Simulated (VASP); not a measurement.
Wanted: the native input for a VASP 6.6.1 run.

| Property | Result |
| --- | --- |
| Task | single point |
| Functional | PBE |
| Potentials or basis | VASP PAW PBE potentials, release 64 (Mo_sv) |
| Cutoff | 400 eV |
| k mesh | 18 × 11 × 1 |
| Occupations | gaussian, width 0.1 eV |
| Spin | no spin polarisation |
| Dipole correction | yes |
| Further INCAR settings | ALGO = Normal; EDIFF = 1e-06; NBANDS = 73; NELMDL = -8 |

The structure of Mo lies in POSCAR:

```
Mo
1.0
    2.7210518200      0.0000000000      0.0000000000
    0.0000000000      4.4434590100      0.0000000000
    0.0000000000      0.0000000000     28.2617292424
Mo
9
Direct
    0.3333333300      0.5000000000      0.3184518514
    0.6666666700      0.0000000000      0.3638388910
    0.0000000000      0.5000000000      0.4092259307
    0.3333333300      0.0000000000      0.4546129603
    0.6597323858      0.5000000000      0.5007807788
   -0.0158058110      0.0000000000      0.5473461963
    0.3129046516      0.5000000000      0.5932165098
    0.6691321757      0.0000000000      0.6390208679
    0.0015930399      0.5000000000      0.6780239098
```

These files were run (other wordings do the same):

INCAR

```
SYSTEM = Mo
PREC = Accurate ; ENCUT = 400
EDIFF = 1E-6 ; ISMEAR = 0
SIGMA = 0.1 ; LREAL = .False.
LASPH = .True. ; NELM = 120
ALGO = Normal ; ISIF = 2
LWAVE = .False. ; LCHARG = .False.
LDIPOL = .True. ; IDIPOL = 3
DIPOL = 0.5 0.5 0.501 ; GGA = PE
NBANDS = 73 ; GGA_COMPAT = .False.
NELMDL = -8
```

KPOINTS

```
regular mesh
0
Gamma
  18 11 1
  0 0 0
```

Potentials or basis: VASP PAW PBE potentials, release 64 (Mo_sv).

Run with:

```sh
$ cat potpaw_PBE.64/Mo_sv/POTCAR > POTCAR
$ mpirun -np 1 vasp_std > vasp.out
```

It gave:

The largest force is 1.469 eV/Å and the band gap on the k mesh is zero (bands 63 and 64 overlap by 1.64 eV).

Wall time 23 min on 1 thread of Intel(R) Xeon(R) 6975P-C (Granite Rapids), with other jobs on the host, peak memory 0.75 GiB.
